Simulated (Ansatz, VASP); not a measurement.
# Sr3Os in VASP and in Ansatz

```
CELL_PARAMETERS angstrom
5.00218 0.00000 0.00000
0.00000 5.00218 0.00000
0.00000 0.00000 5.00218
ATOMIC_POSITIONS crystal
Sr 0.00000 0.50000 0.50000
Sr 0.50000 0.00000 0.50000
Sr 0.50000 0.50000 0.00000
Os 0.00000 0.00000 0.00000
```

Alike in both runs: functional PBE; k mesh 10 × 10 × 10; occupations gaussian, width 0.1 eV; no spin polarisation.

Ansatz relaxed the structure, and its values are those at the end. VASP's run is a single point on that final structure, the one shown.

```csv
,VASP,Ansatz
version,VASP 6.6.1,Ansatz 0.2.0
potentials or method,"VASP PAW PBE potentials, release 64 (Sr_sv, Os), cutoff 520 eV","scalar-relativistic, plane waves, PAW"
valence electrons in the cell,38,46
```

Ansatz gave:

```
gap on the k mesh at the Fermi level (eV) : none
pressure (GPa)                            : 0.0
```

Question: What did VASP give for the same quantities?

Answer: gap on the k mesh at the Fermi level (eV): none; pressure (GPa): 0.1.

A gap of «none» marks a metal or a gap that the smearing closes. VASP's potentials hold 38 valence electrons a cell and Ansatz's 46, so a difference there can come from the potentials and not from the codes.

Neither program's run includes spin-orbit coupling.
